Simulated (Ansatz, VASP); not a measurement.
# Two plane-wave programs on Sn

```
Sn
1.0
     3.30382    0.00000    0.00000
    -1.65191    2.86119    0.00000
     0.00000    0.00000    5.55818
Sn
2
Direct
  0.33333 0.66667 0.25000
  0.66667 0.33333 0.75000
```

Alike in both runs: functional PBEsol; k mesh 15 × 15 × 8; occupations gaussian, width 0.1 eV; no spin polarisation.

Ansatz relaxed the structure, and its values are those at the end. VASP's run is a single point on that final structure, the one shown.

```csv
,VASP,Ansatz
version,VASP 6.6.1,Ansatz 0.2.0
potentials or method,"VASP PAW PBE potentials, release 64 (Sn_d), cutoff 520 eV","scalar-relativistic, plane waves, PAW"
valence electrons in the cell,28,28
```

Ansatz gave:

```
gap on the k mesh at the Fermi level (eV) : none
pressure (GPa)                            : 0.0
```

Question: Estimate VASP's values.

Answer: gap on the k mesh at the Fermi level (eV): none; pressure (GPa): -0.1.

VASP's potentials were made for PBE, not for PBEsol. A gap of «none» marks a metal or a gap that the smearing closes.
